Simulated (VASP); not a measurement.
A run of VASP 6.6.1 is set up as follows.

Contents of INCAR:

```
PREC = Accurate
ENCUT = 520
EDIFF = 1E-7
ISMEAR = 0
SIGMA = 0.15
LREAL = False
LASPH = True
NELM = 100
ALGO = Fast
ISIF = 2
LWAVE = False
LCHARG = True
GGA = PS
LELF = True
LVHAR = True
NBANDS = 19
```

KPOINTS

```
Automatic mesh
0
Gamma
  18 18 18
```

Contents of POSCAR:

```
Ti
1.0
    0.0000000000     -3.2102321259      0.0000000000
   -3.2102321259      0.0000000000      0.0000000000
    0.0000000000      0.0000000000     -3.2102321259
Ti
2
Direct
    0.5000000000      0.5000000000      0.4844248023
    0.0000000000      0.0000000000      0.0155751977
```

Potentials or basis: VASP PAW PBE potentials, release 64 (Ti_sv).

Launch:

```console
$ cat potpaw_PBE.64/Ti_sv/POTCAR > POTCAR
$ mpirun -np 1 vasp_std > vasp.out
```

Task: Estimate the band gap on the k mesh.

Result: Zero (bands 12 and 13 overlap by 1.58 eV).

Task: Predict the largest force.

Result: 0.464 eV/Å.

Task: Predict the pressure.

Result: 0.1 GPa.

Forces on the atoms (eV/Å):
```
Ti   0.000  0.000 -0.464
Ti   0.000  0.000  0.464
```

Caveat: the cell differs from its parent crystal (atoms displaced along a vibrational mode); the PAW data sets were made with another functional, which shifts forces and pressure a little.
